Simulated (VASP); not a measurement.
Here is a VASP 6.6.1 calculation.

The input INCAR:

```
SYSTEM = CoO
PREC = Accurate ; ENCUT = 520
EDIFF = 1E-7 ; ISMEAR = 1
SIGMA = 0.15 ; LREAL = .FALSE.
LASPH = .TRUE. ; NELM = 150
ALGO = Normal ; ISIF = 2
LWAVE = .FALSE. ; LCHARG = .FALSE.
ISPIN = 2 ; MAGMOM = 3.2 0
LORBIT = 11 ; LMAXMIX = 4
GGA = PE ; NBANDS = 18
```

File KPOINTS:

```
regular mesh
0
G
  14 14 14
  0 0 0
```

File POSCAR:

```
CoO
1.0
    0.0000000000      2.1954450000      2.1315000000
    2.1954450000      0.0000000000      2.1315000000
    2.1954450000      2.1954450000      0.0000000000
Co O
1 1
Direct
    0.0000000000      0.0000000000      0.0000000000
    0.5000000000      0.5000000000      0.5000000000
```

Potentials or basis: VASP PAW PBE potentials, release 64 (Co, O).

Run with:

```sh
$ cat potpaw_PBE.64/Co/POTCAR potpaw_PBE.64/O/POTCAR > POTCAR
$ mpirun -np 1 vasp_std > vasp.out
```

(1) What does it give for the site moments?

(2) Estimate the net moment.

(3) Estimate the pressure.

Answers

(1) Co +2.62; O +0.32 μB.

(2) 3.00 μB per cell.

(3) -10.9 GPa.

Caveat: a cell with one magnetic atom can't hold antiferromagnetic order, which such compounds often take.
